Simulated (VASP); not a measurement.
Runs of VASP 6.6.1 on Hf3BiPt. The structure is that of space group Pm-3m (No. 221), or close to it. The cells are those of the table. 

```csv
task,cell,k mesh,cutoff (eV),gap on the mesh (eV),pressure (GPa)
single point,"a = 5.105 Å, 5 atoms",8 × 8 × 8,520,none,(a)
single point,"a = 4.629 Å, 5 atoms",4 × 4 × 4,520,none,50.1
single point,"a = 5.104 Å, 5 atoms",4 × 4 × 4,520,none,-0.7
relaxation of cell and atoms,"relaxed from a = 4.629 Å, 5 atoms",4 × 4 × 4,600,none,0.0
```

Alike in all rows: level PBE; potentials or basis VASP PAW PBE potentials, release 64 (Hf_pv, Bi_d, Pt); no spin polarisation; smearing gaussian 0.1 eV.

Question: Fill in the values left out.

Answer: (a) -0.8.

Caveats: spin-orbit coupling is left out, which moves the levels of the heavy elements.

A k mesh can miss the band edges, and the runs leave out spin-orbit coupling on Bi, Hf, Pt.

A gap of «none» marks levels without a gap at the run's occupations.
